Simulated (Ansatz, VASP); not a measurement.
**Zn: VASP beside Ansatz**

Contents of INCAR:

```
SYSTEM = Zn
PREC = Accurate
ENCUT = 520
EDIFF = 1E-6
ISMEAR = -1
SIGMA = 0.01
LREAL = .FALSE.
LASPH = .TRUE.
NELM = 60
ALGO = Normal
ISIF = 2
LWAVE = .FALSE.
LCHARG = .TRUE.
GGA = PE
LELF = .TRUE.
LVHAR = .TRUE.
NBANDS = 19
```

The input KPOINTS:

```
regular mesh
0
G
  14 14 7
  0 0 0
```

The input POSCAR:

```
Zn
1.0
    2.6556370042      0.0000000000      0.0000000000
   -1.3278185021      2.2998491089      0.0000000000
    0.0000000000      0.0000000000      4.9624616040
Zn
2
Direct
    0.3333333333      0.6666666667      0.2500000000
    0.6666666667      0.3333333333      0.7500000000
```

Input for Ansatz:

```yaml
crystal:
  lattice:
    - [2.6556370042, 0.0, 0.0]
    - [-1.3278185021, 2.2998491089, 0.0]
    - [0.0, 0.0, 4.962461604]
  atoms:
    - { symbol: Zn, position: [0.3333333333, 0.6666666667, 0.25] }
    - { symbol: Zn, position: [0.6666666667, 0.3333333333, 0.75] }
hamiltonian:
  xc: pbe
  pseudopotentials:
    kind: paw
    azcp:
      Zn: "pseudopotentials/Zn.paw.azcp"
basis:
  ecutwfc: 420
  fft_grid_basis: typed
kpoints:
  mp_grid: { grid: [14, 14, 7], shift: [0, 0, 0] }
magnetization:
  spin_polarized: false
scf:
  occupations: { method: fermi_dirac, width: 0.01 }
  lower_state_search: "off"
output:
  stress: true
```

Alike in both runs: task single point; functional PBE; k mesh 14 × 14 × 7; occupations fermi-dirac, width 0.01 eV; no spin polarisation.

```csv
,VASP,Ansatz
version,VASP 6.6.1,Ansatz 0.2.0
potentials or method,"VASP PAW PBE potentials, release 64 (Zn), cutoff 520 eV","plane waves (420 eV) with PAW, scalar-relativistic"
valence electrons in the cell,24,24
```

|  | VASP | Ansatz | Ansatz less VASP |
| --- | --- | --- | --- |
| pressure (GPa) | 0.4 | 0.1 | -0.35 |
| traceless stress, the component that is largest in VASP (GPa) | -1.57 | -1.40 | +0.172 |

The functional is the same, so the differences come from potentials, cutoffs and numerics.
